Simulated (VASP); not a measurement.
Wanted: the native input for a VASP 6.6.1 run.

```yaml
Task: single point
Functional: LDA
Potentials_or_basis: VASP PAW LDA potentials, release 64 (Cu)
Cutoff: 520 eV
k_mesh: 13 × 13 × 7
Occupations: fermi-dirac, width 0.05 eV
Spin: no spin polarisation
Dipole_correction: no
Further_INCAR_settings: ALGO = Normal; EDIFF = 1e-07; NBANDS = 18
```

The structure of Cu lies in POSCAR:

```
Cu
1.0
    2.5674438714      0.0000000000      0.0000000000
   -1.2837219306      2.2234716135      0.0000000000
    0.0000000000      0.0000000000      4.1666899825
Cu
2
Direct
    0.3333333333      0.6666666667      0.2500000000
    0.6666666667      0.3333333333      0.7500000000
```

One way to write it, as run:

INCAR

```
  PREC = Accurate
  ENCUT = 520
  EDIFF = 1E-7
  ISMEAR = -1
  SIGMA = 0.05
  LREAL = F
  LASPH = T
  NELM = 60
  ALGO = Normal
  ISIF = 2
  LWAVE = F
  LCHARG = F
  GGA = CA
  NBANDS = 18
```

KPOINTS

```
regular mesh
0
Gamma
  13 13 7
```

Potentials or basis: VASP PAW LDA potentials, release 64 (Cu).

The run is started by

```bash
$ cat potpaw_LDA.64/Cu/POTCAR > POTCAR
$ mpirun -np 1 vasp_std > vasp.out
```

Results of the run:

```
Pressure               : -12.6 GPa
Band gap on the k mesh : zero (band 11 reaches 10.24 eV, above the bottom of band 12 at 5.34 eV)
```

Wall time 42 s on 1 thread of Intel Xeon 8259CL, on a shared host, peak memory 0.14 GiB.
